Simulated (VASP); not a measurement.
# Ga in VASP: notebook

The runs below take Ga through electric field gradients, with PBE.

All numbers are computed with VASP 6.6.1; they aren't measurements. Logs are shortened: lines on timing, memory, paths and dates and some standing lists are left out, and cuts for length are marked.

## Step 1: The cell of the first run

It takes space group C2/c (No. 15, monoclinic). The conventional cell has a = 2.849 Å, b = 8.295 Å, c = 3.332 Å, α = 90.00°, β = 92.08°, γ = 90.00°. Ga (site symmetry 2) has 10 Ga at 2.74 to 3.33 Å within 3.6 Å.

## Step 2: Electric field gradients, PBE (equal xx and yy strain of +3 %)

INCAR reads:

```
SYSTEM = Ga
PREC = Accurate ; ENCUT = 520
EDIFF = 1E-8 ; ISMEAR = -1
SIGMA = 0.03 ; LREAL = .False.
LASPH = .True. ; NELM = 60
ALGO = Normal ; ISIF = 2
LWAVE = .False. ; LCHARG = .False.
GGA = PE ; LEFG = .True.
NBANDS = 20
```

KPOINTS reads:

```
Automatic mesh
0
Gamma
  14 14 11
  0 0 0
```

POSCAR reads:

```
Ga
1.0
    1.4244900000     -4.1472950000      0.0000000000
    1.4244900000      4.1472950000      0.0000000000
   -0.1209735000      0.0000000000      3.3299300000
Ga
2
Direct
    0.8690000000      0.1310000000      0.2500000000
    0.1310000000      0.8690000000      0.7500000000
```

Potentials or basis: VASP PAW PBE potentials, release 64 (Ga_d).

Run with:

```
$ cat potpaw_PBE.64/Ga_d/POTCAR > POTCAR
$ mpirun -np 1 vasp_std > vasp.out
```

OUTCAR:

```text
SYSTEM = Ga
   PREC = Accurate
   ENCUT = 520
   EDIFF = 1E-8
   ISMEAR = -1
   LREAL = .False.
   LASPH = .True.
   NELM = 60
   ISIF = 2
   GGA = PE

 ion  position               nearest neighbor table
   1  0.869  0.131  0.250-   2 2.74   2 2.74   2 2.92   2 2.92
   2  0.131  0.869  0.750-   1 2.74   1 2.74   1 2.92   1 2.92

  LATTYP: Found a base centered monoclinic cell.
 ALAT       =     2.8489800000
 B/A-ratio  =     2.9114244396
 C/A-ratio  =     1.1695858543
 COS(beta)  =    -0.0363051920

  Lattice vectors:

 A1 = (   1.4244900000,  -4.1472950000,   0.0000000000)
 A2 = (   1.4244900000,   4.1472950000,   0.0000000000)
 A3 = (  -0.1209735000,   0.0000000000,   3.3299300000)

Analysis of symmetry for initial positions (statically):
=====================================================================
 Subroutine PRICEL returns:
 Original cell was already a primitive cell.

 Routine SETGRP: Setting up the symmetry group for a
 base centered monoclinic supercell.

 Subroutine GETGRP returns: Found  4 space group operations
 (whereof  2 operations were pure point group operations)
 out of a pool of  4 trial point group operations.

The static configuration has the point symmetry S_2 .
 The point group associated with its full space group is C_2h.

Analysis of symmetry for dynamics (positions and initial velocities):
=====================================================================
 Subroutine PRICEL returns:
 Original cell was already a primitive cell.

 Routine SETGRP: Setting up the symmetry group for a
 base centered monoclinic supercell.

 Subroutine GETGRP returns: Found  4 space group operations
 (whereof  2 operations were pure point group operations)
 out of a pool of  4 trial point group operations.

The dynamic configuration has the point symmetry S_2 .
 The point group associated with its full space group is C_2h.

 Subroutine INISYM returns: Found  4 space group operations
 (whereof  2 operations are pure point group operations),
 and found     1 'primitive' translations

----------------------------------------------------------------------------------------

                                     Primitive cell

  volume of cell :      39.3450

  direct lattice vectors                    reciprocal lattice vectors
     1.424490000 -4.147295000  0.000000000     0.351002815 -0.120560510  0.012751631
     1.424490000  4.147295000  0.000000000     0.351002815  0.120560510  0.012751631
    -0.120973500  0.000000000  3.329930000     0.000000000  0.000000000  0.300306613

  length of vectors
     4.385114317  4.385114317  3.332126707     0.371349454  0.371349454  0.300306613

  position of ions in fractional coordinates (direct lattice)
     0.869000000  0.131000000  0.250000000
     0.131000000  0.869000000  0.750000000

  ion indices of the primitive-cell ions
   primitive index   ion index
                 1           1
                 2           2

----------------------------------------------------------------------------------------

 KPOINTS: Automatic mesh

Automatic generation of k-mesh.
 Grid dimensions read from file:
 generate k-points for:   14   14   11

 Generating k-lattice:

  Cartesian coordinates                     Fractional coordinates (reciprocal lattice)
     0.025071630 -0.008611465  0.000910831     0.071428571  0.000000000 -0.000000000
     0.025071630  0.008611465  0.000910831     0.000000000  0.071428571 -0.000000000
     0.000000000  0.000000000  0.027300601     0.000000000  0.000000000  0.090909091

  Length of vectors
     0.026524961  0.026524961  0.027300601

  Shift w.r.t. Gamma in fractional coordinates (k-lattice)
     0.000000000  0.000000000  0.000000000

 Subroutine IBZKPT returns following result:
 ===========================================

 Found    582 irreducible k-points:

 Following reciprocal coordinates:
            Coordinates               Weight
  0.000000  0.000000  0.000000      1.000000
  0.071429  0.000000  0.000000      4.000000
  0.142857 -0.000000  0.000000      4.000000
  0.214286  0.000000  0.000000      4.000000
  0.285714  0.000000  0.000000      4.000000
  0.357143  0.000000  0.000000      4.000000
[... 16 lines left out ...]
  0.214286  0.142857  0.000000      4.000000
  0.285714  0.142857  0.000000      4.000000
 [... further k-points ...]
   k-points           NKPTS =    582   k-points in BZ     NKDIM =    582   number of bands    NBANDS=     20
   number of dos      NEDOS =    301   number of ions     NIONS =      2
   total plane-waves  NPLWV =  36288
   dimension x,y,z NGX =    36 NGY =   36 NGZ =   28
   dimension x,y,z NGXF=    72 NGYF=   72 NGZF=   56
   ions per type =               2
   NGX,Y,Z   is equivalent  to a cutoff of  13.65, 13.65, 13.97 a.u.
   NGXF,Y,Z  is equivalent  to a cutoff of  27.30, 27.30, 27.94 a.u.
 SYSTEM =  Ga
   PREC   = accura    normal or accurate (medium, high low for compatibility)
   ISTART =      0    job   : 0-new  1-cont  2-samecut
   ICHARG =      2    charge: 1-file 2-atom 10-const
   ISPIN  =      1    spin polarized calculation?
   LNONCOLLINEAR =      F non collinear calculations
   LSORBIT =      F    spin-orbit coupling
   LASPH  =      T    aspherical Exc in radial PAW
   ENCUT  =  520.0 eV  38.22 Ry    6.18 a.u.   8.15  8.15  6.20*2*pi/ulx,y,z
   NELM   =     60;   NELMIN=  2; NELMDL= -5     # of ELM steps
   EDIFF  = 0.1E-07   stopping-criterion for ELM
   LREAL  =      F    real-space projection
   EDIFFG = 0.1E-06   stopping-criterion for IOM
   NSW    =      0    number of steps for IOM
   IBRION =     -1    ionic relax: 0-MD 1-quasi-New 2-CG
   NFREE  =      0    steps in history (QN), initial steepest desc. (CG)
   ISIF   =      2    stress and relaxation
   ISYM   =      2    0-nonsym 1-usesym 2-fastsym
   POTIM  = 0.5000    time-step for ionic-motion
   TEBEG  =    0.0;   TEEND  =   0.0 temperature during run
   PSTRESS=    0.0 pullay stress
   NELECT =      26.0000    total number of electrons
   NUPDOWN=      -1.0000    fix difference up-down
   EMIN   =  10.00;   EMAX   =-10.00  energy-range for DOS
   EFERMI =   0.00;   METHOD = LEGACY
   ISMEAR =    -1;   SIGMA  =   0.03  broadening in eV -4-tet -1-fermi 0-gaus
   EFERMI_NEDOS =   21; number of points for ismear=-14 and -15
   IALGO  =     38    algorithm
   IMIX   =      4    mixing-type and parameters
     AMIX     =   0.40;   BMIX     =  1.00
     AMIX_MAG =   1.60;   BMIX_MAG =  1.00
  volume/ion in A,a.u.               =      19.67       132.76
  Fermi-wavevector in a.u.,A,eV,Ry     =   1.425945  2.694645 27.664990  2.033319
  Thomas-Fermi vector in A             =   2.546275
   LORBIT       =      0    0 simple, 1 ext, 2 COOP (PROOUT), +10 PAW based schemes
   GGA     = PE    functional components
   LHFCALC =     F    Hartree Fock is set to
   AEXX    =    0.0000 exact exchange contribution
   IVDW    =     0    specifies the selected vdW correction
   LEPSILON=     F    determine dielectric tensor
   LRPA    =     F    only Hartree local field effects (RPA)
 non-spin polarized calculation
  energy-cutoff  :      520.00
  volume of cell :       39.34
 maximum number of plane-waves:      1076
 NGX is ok and might be reduce to    36
   NGX = 17   NGY = 17   NGZ = 13

 number of electron      26.0000005 magnetization

 Free energy of the ion-electron system (eV)
  ---------------------------------------------------
  ext. energy  EPLUGINS =         0.00000000
  ---------------------------------------------------
  free energy    TOTEN  =        -5.77635382 eV

  energy without entropy =       -5.77441227  energy(sigma->0) =       -5.77538304

 E-fermi :   5.1276     XC(G=0): -10.7663

 val. band max:        5.1161432853   @ k =   0.4286   0.2857   0.2727
 cond. band min:       5.1405660684   @ k =  -0.1429  -0.2143   0.1818
 fundamental gap:      0.0244227830
 Fermi energy:         5.1275580700

 k-point     1 :       0.0000    0.0000    0.0000
  band No.  band energies     occupation
      1      -9.9446      2.00000
      2      -9.9412      2.00000
      3      -9.9039      2.00000
      4      -9.8766      2.00000
      5      -9.6607      2.00000
      6      -9.6594      2.00000
[... 12 lines left out ...]
     19      15.5644      0.00000
     20      17.5675      0.00000

 k-point     2 :       0.0714    0.0000    0.0000
  band No.  band energies     occupation
      1      -9.9411      2.00000
      2      -9.9347      2.00000
      3      -9.8949      2.00000
      4      -9.8604      2.00000
      5      -9.6683      2.00000
      6      -9.6666      2.00000
[... 12 lines left out ...]
     19      15.9726      0.00000
     20      18.6204      0.00000

 k-point     3 :       0.1429   -0.0000    0.0000
  band No.  band energies     occupation
      1      -9.9317      2.00000
      2      -9.9181      2.00000
      3      -9.8696      2.00000
      4      -9.8158      2.00000
      5      -9.6899      2.00000
      6      -9.6869      2.00000
[... 12 lines left out ...]
     19      16.1502      0.00000
     20      19.3331      0.00000

 k-point     4 :       0.2143    0.0000    0.0000
  band No.  band energies     occupation
      1      -9.9183      2.00000
      2      -9.8970      2.00000
      3      -9.8342      2.00000
      4      -9.7689      2.00000
      5      -9.7183      2.00000
      6      -9.7041      2.00000
[... 12 lines left out ...]
     19      16.2814      0.00000
     20      20.0214      0.00000

 k-point     5 :       0.2857    0.0000    0.0000
  band No.  band energies     occupation
      1      -9.9044      2.00000
      2      -9.8762      2.00000
      3      -9.8050      2.00000
      4      -9.7797      2.00000
      5      -9.7530      2.00000
      6      -9.6824      2.00000
[... 12 lines left out ...]
     19      16.3918      0.00000
     20      18.7575      0.00000
[... 353 lines left out ...]
      6      -9.6635      2.00000
[... 12 lines left out ...]
     19      15.3826      0.00000
     20      16.9888      0.00000

 k-point    22 :       0.1429    0.1429    0.0000
  band No.  band energies     occupation
      1      -9.9182      2.00000
      2      -9.8844      2.00000
      3      -9.8085      2.00000
      4      -9.7457      2.00000
      5      -9.7287      2.00000
      6      -9.7087      2.00000
[... 12 lines left out ...]
     19      17.1048      0.00000
     20      19.6047      0.00000

 k-point    23 :       0.2143    0.1429    0.0000
  band No.  band energies     occupation
      1      -9.9099      2.00000
      2      -9.8653      2.00000
      3      -9.8292      2.00000
      4      -9.7540      2.00000
      5      -9.7480      2.00000
      6      -9.7217      2.00000
[... 12 lines left out ...]
     19      17.0003      0.00000
     20      18.5697      0.00000

 k-point    24 :       0.2857    0.1429    0.0000
  band No.  band energies     occupation
      1      -9.9024      2.00000
      2      -9.8618      2.00000
      3      -9.8388      2.00000
      4      -9.7770      2.00000
      5      -9.7535      2.00000
      6      -9.7230      2.00000
[... 12 lines left out ...]
     19      16.1139      0.00000
     20      17.3924      0.00000

 [... further k-points ...]

------------------------ aborting loop because EDIFF is reached ----------------------------------------

  FORCE on cell =-STRESS in cart. coord.  units (eV):
  Direction    XX          YY          ZZ          XY          YZ          ZX
  --------------------------------------------------------------------------------------
  -------------------------------------------------------------------------------------
  Total       -0.2739166     -0.2563084     -0.2096378      0.0000000      0.0000000      0.0537974
  in kB      -11.1542274    -10.4371984     -8.5367138      0.0000000      0.0000000      2.1906960
  external PRESSURE =     -10.0427132 kB  Pullay stress =       0.0000000 kB

 VOLUME and BASIS-vectors are now :
 -----------------------------------------------------------------------------
  energy-cutoff  :      520.00
  volume of cell :       39.34
      direct lattice vectors                 reciprocal lattice vectors
     1.424490000 -4.147295000  0.000000000     0.351002815 -0.120560510  0.012751631
     1.424490000  4.147295000  0.000000000     0.351002815  0.120560510  0.012751631
    -0.120973500  0.000000000  3.329930000     0.000000000  0.000000000  0.300306613

 POSITION                                       TOTAL-FORCE (eV/Angst)
 -----------------------------------------------------------------------------------
      1.39425     -3.06070      0.83248        -0.000000      0.169135     -0.000000
      1.33376      3.06070      2.49745         0.000000     -0.169135      0.000000
 -----------------------------------------------------------------------------------
    total drift:                                0.000000     -0.000000     -0.000000

  FREE ENERGIE OF THE ION-ELECTRON SYSTEM (eV)
  ---------------------------------------------------
  free  energy   TOTEN  =        -5.7763538205 eV

  energy  without entropy=       -5.7744122692  energy(sigma->0) =       -5.77538304

 Electric field gradients (V/A^2)
---------------------------------------------------------------------
 ion       V_xx      V_yy      V_zz      V_xy      V_xz      V_yz
---------------------------------------------------------------------
   1      -3.758   -17.523    21.282     0.000    -2.817    -0.000
   2      -3.758   -17.523    21.282     0.000    -2.817    -0.000
---------------------------------------------------------------------

 Electric field gradients after diagonalization (V/A^2)
 (convention: |V_zz| > |V_xx| > |V_yy|)
----------------------------------------------------------------------
 ion       V_xx      V_yy      V_zz     asymmetry (V_yy - V_xx)/ V_zz
----------------------------------------------------------------------
   1     -17.523    -4.071    21.595       0.623
   2     -17.523    -4.071    21.595       0.623
----------------------------------------------------------------------

           NMR quadrupolar parameters

 Cq : quadrupolar parameter    Cq=e*Q*V_zz/h
 eta: asymmetry parameters     (V_yy - V_xx)/ V_zz
 Q  : nuclear electric quadrupole moment in mb (millibarn)
----------------------------------------------------------------------
 ion       Cq(MHz)       eta       Q (mb)
----------------------------------------------------------------------
   1       0.052       0.623       1.000
   2       0.052       0.623       1.000
----------------------------------------------------------------------
```

Run time: 20 min. Hardware: 1 thread of Intel Xeon 8259CL, shared host; peak memory 0.44 GiB.

What came out:

```yaml
Free_energy: -5.7764 eV
Pressure: -1.0 GPa
Largest_force: 0.169 eV/Å
Band_gap_on_the_k_mesh: zero (bands 13 and 14 overlap by 7.97 eV)
Largest_electric_field_gradient_by_atom: Ga +21.6 V/Å²
```

Forces on the atoms (eV/Å):
```
Ga   0.000  0.169  0.000
Ga   0.000 -0.169  0.000
```

Stress tensor (GPa, compression positive):
```
-1.12  0.00  0.22
 0.00 -1.04  0.00
 0.22  0.00 -0.85
```

Electric field gradients, principal values (V/Å²):
| atom | least | middle | greatest (by size) |
| --- | --- | --- | --- |
| 1 Ga | -4.071 | -17.523 | 21.595 |
| 2 Ga | -4.071 | -17.523 | 21.595 |

Caveat: the cell differs from its parent crystal (equal xx and yy strain of +3 %); without QUAD_EFG the Cq values of the log hold for a quadrupole moment of 1 mb, not for the nuclei.

(Part 1 of 2 ends here.)

The gap in the log of VASP goes by the Fermi energy; the results here count the filled bands.